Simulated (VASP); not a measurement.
Write the native input for VASP 6.6.1 that does the following.

```
Task                   : single point
Functional             : PBE
Potentials or basis    : VASP PAW PBE potentials, release 64 (Cd, Ir, K_sv)
Cutoff                 : 520 eV
k mesh                 : 5 × 5 × 5
Occupations            : fermi-dirac, width 0.1 eV
Spin                   : no spin polarisation
Dipole correction      : no
Further INCAR settings : ALGO = Normal; EDIFF = 1e-06; NBANDS = 52
```

The structure of KCd4Ir3 lies in POSCAR:

```
KCd4Ir3
1.0
    2.1511410000      3.7258800000      0.0000000000
   -2.1511410000      3.7258800000      0.0000000000
    0.0000000000     -2.4839200000     11.5172690000
Cd Ir K
4 3 1
Direct
    0.0891800000      0.0891800000      0.2675400000
    0.9108200000      0.9108200000      0.7324600000
    0.3014100000      0.3014100000      0.9042300000
    0.6985900000      0.6985900000      0.0957700000
    0.2277500000      0.2277500000      0.6832500000
    0.7722500000      0.7722500000      0.3167500000
    0.0000000000      0.0000000000      0.0000000000
    0.5000000000      0.5000000000      0.5000000000
```

These files were run (other wordings do the same):

INCAR

```
SYSTEM = KCd4Ir3
ALGO = Normal
EDIFF = 1E-6
ENCUT = 520
GGA = PE
ISIF = 2
ISMEAR = -1
LASPH = .True.
LCHARG = .False.
LREAL = .False.
LWAVE = .False.
NBANDS = 52
NELM = 60
PREC = Accurate
SIGMA = 0.1
```

KPOINTS

```
k-points
0
Gamma
  5 5 5
  0 0 0
```

Potentials or basis: VASP PAW PBE potentials, release 64 (Cd, Ir, K_sv).

Command:

```console
$ cat potpaw_PBE.64/Cd/POTCAR potpaw_PBE.64/Ir/POTCAR potpaw_PBE.64/K_sv/POTCAR > POTCAR
$ mpirun -np 1 vasp_std > vasp.out
```

It gave:

```yaml
Pressure: 8.2 GPa
Largest_force: 1.543 eV/Å
Band_gap_on_the_k_mesh: zero (bands 42 and 43 overlap by 0.03 eV)
```

Caveat: the cell stands under pressure; spin-orbit coupling is left out, which moves the levels of the heavy elements; forces of over 1 eV/Å act on the atoms, so gaps and moduli don't describe the material at rest.

It took 87 s on 1 thread of Intel(R) Xeon(R) 6975P-C (Granite Rapids) (shared host), peak memory 0.39 GiB.
